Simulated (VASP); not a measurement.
# Ti (P6/mmm) in VASP: settings compared

The runs below take Ti through single point, relaxation of cell and atoms, with BLYP+D3(BJ), LDA, PBEsol.

Program: VASP 6.6.1. These are calculated values, not measurements. Logs are shortened: lines on timing, memory, paths and dates and some standing lists are left out, and cuts for length are marked.

## (1) The cell of the first run

Symmetry: P6/mmm, No. 191, hexagonal system. Conventional cell: a = 4.407 Å, b = 4.407 Å, c = 2.741 Å, α = 90.00°, β = 90.00°, γ = 120.00°. Within 3.6 Å of Ti (site symmetry 6/mmm) lie 14 Ti at 2.74 to 2.89 Å. Ti (site symmetry -6m2) has 11 Ti at 2.54 to 2.89 Å within 3.4 Å.

## (2) Single point, BLYP+D3(BJ)

Input file INCAR:

```
PREC = Accurate
ENCUT = 520
EDIFF = 1E-7
ISMEAR = 0
SIGMA = 0.1
LREAL = F
LASPH = T
NELM = 60
ALGO = Normal
ISIF = 2
LWAVE = F
LCHARG = F
GGA = B5
ALDAX = 1.0
AGGAX = 1.0
AGGAC = 1.0
ALDAC = 0.0
IVDW = 12
VDW_S6 = 1.0
VDW_S8 = 2.6996
VDW_A1 = 0.4298
VDW_A2 = 4.2359
NBANDS = 25
```

Input file KPOINTS:

```
Automatic mesh
0
Gamma
  8 8 11
```

Input file POSCAR:

```
Ti
1.0
    4.4073873437      0.0000000000      0.0000000000
   -2.2036936718      3.8169094040      0.0000000000
    0.0000000000      0.0000000000      2.7407562467
Ti
3
Direct
    0.0000000000      0.0000000000      0.0000000000
    0.3333333333      0.6666666667      0.5000000000
    0.6666666667      0.3333333333      0.5000000000
```

Potentials or basis: VASP PAW PBE potentials, release 64 (Ti_sv).

Run with:

```console
$ cat potpaw_PBE.64/Ti_sv/POTCAR > POTCAR
$ mpirun -np 1 vasp_std > vasp.out
```

OUTCAR:

```text
PREC = Accurate
   ENCUT = 520
   EDIFF = 1E-7
   ISMEAR = 0
   LREAL = F
   LASPH = T
   NELM = 60
   ISIF = 2
   GGA = B5
   IVDW = 12
 IVDW          = 12

 ion  position               nearest neighbor table
   1  0.000  0.000  0.000-   2 2.89   3 2.89   2 2.89   3 2.89   3 2.89   3 2.89   2 2.89   2 2.89
                             3 2.89   3 2.89   2 2.89   2 2.89
   2  0.333  0.667  0.500-   3 2.54   3 2.54   3 2.54   1 2.89   1 2.89   1 2.89   1 2.89   1 2.89
                             1 2.89
   3  0.667  0.333  0.500-   2 2.54   2 2.54   2 2.54   1 2.89   1 2.89   1 2.89   1 2.89   1 2.89
                             1 2.89

  LATTYP: Found a hexagonal cell.
 ALAT       =     4.4073873437
 C/A-ratio  =     0.6218550885

  Lattice vectors:

 A1 = (   4.4073873437,   0.0000000000,   0.0000000000)
 A2 = (  -2.2036936718,   3.8169094040,   0.0000000000)
 A3 = (   0.0000000000,   0.0000000000,   2.7407562467)

Analysis of symmetry for initial positions (statically):
=====================================================================
 Subroutine PRICEL returns:
 Original cell was already a primitive cell.

 Routine SETGRP: Setting up the symmetry group for a
 hexagonal supercell.

 Subroutine GETGRP returns: Found 24 space group operations
 (whereof 24 operations were pure point group operations)
 out of a pool of 24 trial point group operations.

The static configuration has the point symmetry D_6h.

Analysis of symmetry for dynamics (positions and initial velocities):
=====================================================================
 Subroutine PRICEL returns:
 Original cell was already a primitive cell.

 Routine SETGRP: Setting up the symmetry group for a
 hexagonal supercell.

 Subroutine GETGRP returns: Found 24 space group operations
 (whereof 24 operations were pure point group operations)
 out of a pool of 24 trial point group operations.

The dynamic configuration has the point symmetry D_6h.

 Subroutine INISYM returns: Found 24 space group operations
 (whereof 24 operations are pure point group operations),
 and found     1 'primitive' translations

----------------------------------------------------------------------------------------

                                     Primitive cell

  volume of cell :      46.1066

  direct lattice vectors                    reciprocal lattice vectors
     4.407387344  0.000000000  0.000000000     0.226891789  0.130996036  0.000000000
    -2.203693672  3.816909404  0.000000000     0.000000000  0.261992071  0.000000000
     0.000000000  0.000000000  2.740756247     0.000000000  0.000000000  0.364862801

  length of vectors
     4.407387344  4.407387344  2.740756247     0.261992071  0.261992071  0.364862801

  position of ions in fractional coordinates (direct lattice)
     0.000000000  0.000000000  0.000000000
     0.333333333  0.666666667  0.500000000
     0.666666667  0.333333333  0.500000000

  ion indices of the primitive-cell ions
   primitive index   ion index
                 1           1
                 2           2
                 3           3

----------------------------------------------------------------------------------------

 KPOINTS: Automatic mesh

Automatic generation of k-mesh.
 Grid dimensions read from file:
 generate k-points for:    8    8   11

 Generating k-lattice:

  Cartesian coordinates                     Fractional coordinates (reciprocal lattice)
     0.028361474  0.016374504  0.000000000     0.125000000  0.000000000  0.000000000
     0.000000000  0.032749009  0.000000000     0.000000000  0.125000000  0.000000000
     0.000000000  0.000000000  0.033169346     0.000000000  0.000000000  0.090909091

  Length of vectors
     0.032749009  0.032749009  0.033169346

  Shift w.r.t. Gamma in fractional coordinates (k-lattice)
     0.000000000  0.000000000  0.000000000

 Subroutine IBZKPT returns following result:
 ===========================================

 Found     60 irreducible k-points:

 Following reciprocal coordinates:
            Coordinates               Weight
  0.000000  0.000000  0.000000      1.000000
  0.125000  0.000000  0.000000      6.000000
  0.250000  0.000000  0.000000      6.000000
  0.375000 -0.000000  0.000000      6.000000
  0.500000  0.000000  0.000000      3.000000
  0.125000  0.125000  0.000000      6.000000
[... 16 lines left out ...]
  0.250000  0.000000  0.181818     12.000000
  0.375000 -0.000000  0.181818     12.000000
 [... further k-points ...]
   k-points           NKPTS =     60   k-points in BZ     NKDIM =     60   number of bands    NBANDS=     25
   number of dos      NEDOS =    301   number of ions     NIONS =      3
   total plane-waves  NPLWV =  25920
   dimension x,y,z NGX =    36 NGY =   36 NGZ =   20
   dimension x,y,z NGXF=    72 NGYF=   72 NGZF=   40
   ions per type =               3
   NGX,Y,Z   is equivalent  to a cutoff of  13.58, 13.58, 12.13 a.u.
   NGXF,Y,Z  is equivalent  to a cutoff of  27.16, 27.16, 24.26 a.u.
 SYSTEM =  unknown system
   PREC   = accura    normal or accurate (medium, high low for compatibility)
   ISTART =      0    job   : 0-new  1-cont  2-samecut
   ICHARG =      2    charge: 1-file 2-atom 10-const
   ISPIN  =      1    spin polarized calculation?
   LNONCOLLINEAR =      F non collinear calculations
   LSORBIT =      F    spin-orbit coupling
   LASPH  =      T    aspherical Exc in radial PAW
   ENCUT  =  520.0 eV  38.22 Ry    6.18 a.u.   8.19  8.19  5.10*2*pi/ulx,y,z
   NELM   =     60;   NELMIN=  2; NELMDL= -5     # of ELM steps
   EDIFF  = 0.1E-06   stopping-criterion for ELM
   LREAL  =      F    real-space projection
   EDIFFG = 0.1E-05   stopping-criterion for IOM
   NSW    =      0    number of steps for IOM
   IBRION =     -1    ionic relax: 0-MD 1-quasi-New 2-CG
   NFREE  =      0    steps in history (QN), initial steepest desc. (CG)
   ISIF   =      2    stress and relaxation
   ISYM   =      2    0-nonsym 1-usesym 2-fastsym
   POTIM  = 0.5000    time-step for ionic-motion
   TEBEG  =    0.0;   TEEND  =   0.0 temperature during run
   PSTRESS=    0.0 pullay stress
   NELECT =      36.0000    total number of electrons
   NUPDOWN=      -1.0000    fix difference up-down
   EMIN   =  10.00;   EMAX   =-10.00  energy-range for DOS
   EFERMI =   0.00;   METHOD = LEGACY
   ISMEAR =     0;   SIGMA  =   0.10  broadening in eV -4-tet -1-fermi 0-gaus
   EFERMI_NEDOS =   21; number of points for ismear=-14 and -15
   IALGO  =     38    algorithm
   IMIX   =      4    mixing-type and parameters
     AMIX     =   0.40;   BMIX     =  1.00
     AMIX_MAG =   1.60;   BMIX_MAG =  1.00
  volume/ion in A,a.u.               =      15.37       103.71
  Fermi-wavevector in a.u.,A,eV,Ry     =   1.507490  2.848743 30.919604  2.272527
  Thomas-Fermi vector in A             =   2.618069
   LORBIT       =      0    0 simple, 1 ext, 2 COOP (PROOUT), +10 PAW based schemes
   GGA     = B5    functional components
   LHFCALC =     F    Hartree Fock is set to
   AEXX    =    0.0000 exact exchange contribution
   IVDW    =    12    specifies the selected vdW correction
   LEPSILON=     F    determine dielectric tensor
   LRPA    =     F    only Hartree local field effects (RPA)
 non-spin polarized calculation
 Gauss-broadening in eV      SIGMA  =   0.10
  energy-cutoff  :      520.00
  volume of cell :       46.11
 maximum number of plane-waves:      1264
 NGX is ok and might be reduce to    36
   NGX = 17   NGY = 17   NGZ = 11

 number of electron      36.0000001 magnetization

 Free energy of the ion-electron system (eV)
  ---------------------------------------------------
  ext. energy  EPLUGINS =         0.00000000
  ---------------------------------------------------
  free energy    TOTEN  =       -19.99279453 eV

  energy without entropy =      -19.97856184  energy(sigma->0) =      -19.98567818

 E-fermi :  10.0456     XC(G=0): -11.5380

 val. band max:       10.0286085254   @ k =   0.5000   0.0000   0.0000
 cond. band min:      10.0487222814   @ k =   0.2500   0.2500   0.3636
 fundamental gap:      0.0201137560
 Fermi energy:        10.0455892438

 k-point     1 :       0.0000    0.0000    0.0000
  band No.  band energies     occupation
      1     -46.4627      2.00000
      2     -46.1854      2.00000
      3     -45.9508      2.00000
      4     -22.9833      2.00000
      5     -22.9832      2.00000
      6     -22.9375      2.00000
[... 17 lines left out ...]
     24      11.9336      0.00000
     25      12.0558      0.00000

 k-point     2 :       0.1250    0.0000    0.0000
  band No.  band energies     occupation
      1     -46.4573      2.00000
      2     -46.1819      2.00000
      3     -45.9603      2.00000
      4     -23.0811      2.00000
      5     -23.0581      2.00000
      6     -22.8367      2.00000
[... 17 lines left out ...]
     24      11.6686      0.00000
     25      12.4656      0.00000

 k-point     3 :       0.2500    0.0000    0.0000
  band No.  band energies     occupation
      1     -46.4446      2.00000
      2     -46.1700      2.00000
      3     -45.9862      2.00000
      4     -23.1788      2.00000
      5     -23.0759      2.00000
      6     -22.7313      2.00000
[... 17 lines left out ...]
     24      11.9597      0.00000
     25      12.8643      0.00000

 k-point     4 :       0.3750   -0.0000    0.0000
  band No.  band energies     occupation
      1     -46.4324      2.00000
      2     -46.1492      2.00000
      3     -46.0205      2.00000
      4     -23.2436      2.00000
      5     -23.0138      2.00000
      6     -22.6933      2.00000
[... 17 lines left out ...]
     24      12.5166      0.00000
     25      12.7208      0.00000
[... 477 lines left out ...]
 k-point    22 :       0.1250    0.0000    0.1818
  band No.  band energies     occupation
      1     -46.4255      2.00000
      2     -46.1659      2.00000
      3     -45.9376      2.00000
      4     -23.0300      2.00000
      5     -23.0127      2.00000
      6     -22.8217      2.00000
[... 17 lines left out ...]
     24      11.7051      0.00000
     25      12.7944      0.00000

 k-point    23 :       0.2500    0.0000    0.1818
  band No.  band energies     occupation
      1     -46.4159      2.00000
      2     -46.1509      2.00000
      3     -45.9633      2.00000
      4     -23.1170      2.00000
      5     -23.0379      2.00000
      6     -22.7353      2.00000
[... 17 lines left out ...]
     24      11.9227      0.00000
     25      13.1631      0.00000

 k-point    24 :       0.3750   -0.0000    0.1818
  band No.  band energies     occupation
      1     -46.4069      2.00000
      2     -46.1267      2.00000
      3     -45.9976      2.00000
      4     -23.1752      2.00000
      5     -22.9980      2.00000
      6     -22.7609      2.00000
[... 17 lines left out ...]
     24      12.3598      0.00000
     25      12.7784      0.00000

 [... further k-points ...]

------------------------ aborting loop because EDIFF is reached ----------------------------------------

 Edisp (eV)   -4.85095

 E8    (eV) :    -3.7054

  FORCE on cell =-STRESS in cart. coord.  units (eV):
  Direction    XX          YY          ZZ          XY          YZ          ZX
  --------------------------------------------------------------------------------------
  -------------------------------------------------------------------------------------
  Total      -0.04922    -0.04922    -0.04727    -0.00000    -0.00000     0.00000
  in kB      -1.71023    -1.71023    -1.64254    -0.00000    -0.00000     0.00000
  external pressure =       -1.69 kB  Pullay stress =        0.00 kB

 VOLUME and BASIS-vectors are now :
 -----------------------------------------------------------------------------
  energy-cutoff  :      520.00
  volume of cell :       46.11
      direct lattice vectors                 reciprocal lattice vectors
     4.407387344  0.000000000  0.000000000     0.226891789  0.130996036  0.000000000
    -2.203693672  3.816909404  0.000000000     0.000000000  0.261992071  0.000000000
     0.000000000  0.000000000  2.740756247     0.000000000  0.000000000  0.364862801

 POSITION                                       TOTAL-FORCE (eV/Angst)
 -----------------------------------------------------------------------------------
      0.00000      0.00000      0.00000        -0.000000      0.000000     -0.000000
     -0.00000      2.54461      1.37038        -0.000000     -0.000000      0.000000
      2.20369      1.27230      1.37038         0.000000      0.000000     -0.000000
 -----------------------------------------------------------------------------------
    total drift:                                0.000000      0.000000     -0.000000

  FREE ENERGIE OF THE ION-ELECTRON SYSTEM (eV)
  ---------------------------------------------------
  free  energy   TOTEN  =       -24.8437432782 eV

  energy  without entropy=      -24.8295105901  energy(sigma->0) =      -24.83662693
```

Wall time 65 s (1 thread of Intel Xeon 6975P-C, shared host); peak memory 0.21 GiB.

Results:

```yaml
Free_energy: -24.8437 eV
Pressure: -0.2 GPa
Band_gap_on_the_k_mesh: zero (band 18 reaches 10.29 eV, above the bottom of band 19 at 9.89 eV)
Dispersion_energy_per_atom: -1.617 eV
```

Caveat: the PAW data sets were made with another functional, which shifts forces and pressure a little; pairwise dispersion overbinds metals, which lowers pressure and volume.

## (3) Single point, LDA

This run uses another cell than the first one, of 15.85 Å³/atom, 1.031 times its volume.

Input file INCAR:

```
SYSTEM = Ti
PREC = Accurate
ENCUT = 520
EDIFF = 1E-6
ISMEAR = 0
SIGMA = 0.1
LREAL = .False.
LASPH = .True.
NELM = 100
ALGO = Normal
ISIF = 2
LWAVE = .False.
LCHARG = .False.
GGA = CA
NBANDS = 25
```

Input file KPOINTS:

```
regular mesh
0
Gamma
  8 8 11
  0 0 0
```

Input file POSCAR:

```
Ti
1.0
    4.4529960035      0.0000000000      0.0000000000
   -2.2264980018      3.8564076620      0.0000000000
    0.0000000000      0.0000000000      2.7682210022
Ti
3
Direct
    0.0000000000      0.0000000000      0.0000000000
    0.3333333333      0.6666666667      0.5000000000
    0.6666666667      0.3333333333      0.5000000000
```

Potentials or basis: VASP PAW LDA potentials, release 64 (Ti_sv).

Run with:

```console
$ cat potpaw_LDA.64/Ti_sv/POTCAR > POTCAR
$ mpirun -np 1 vasp_std > vasp.out
```

It took 58 s on 1 thread of Intel Xeon 6975P-C, shared host; peak memory 0.19 GiB.

Results (log left out):

```
Free energy            : -25.7274 eV
Pressure               : -0.1 GPa
Band gap on the k mesh : zero (band 18 reaches 9.23 eV, above the bottom of band 19 at 8.84 eV)
```

Levels at points of the mesh, in eV from the Fermi level:
| k point | band 15 | band 16 | band 17 | band 18 | band 19 | band 20 | band 21 | band 22 |
| --- | --- | --- | --- | --- | --- | --- | --- | --- |
| (0.00, 0.00, 0.00) | -0.70 | -0.70 | -0.59 | -0.59 | -0.01 | 0.71 | 1.35 | 1.35 |
| (0.50, 0.00, 0.00) | -2.82 | -0.51 | -0.49 | -0.41 | 0.01 | 0.57 | 1.02 | 1.50 |

[end of part 1 of 3]
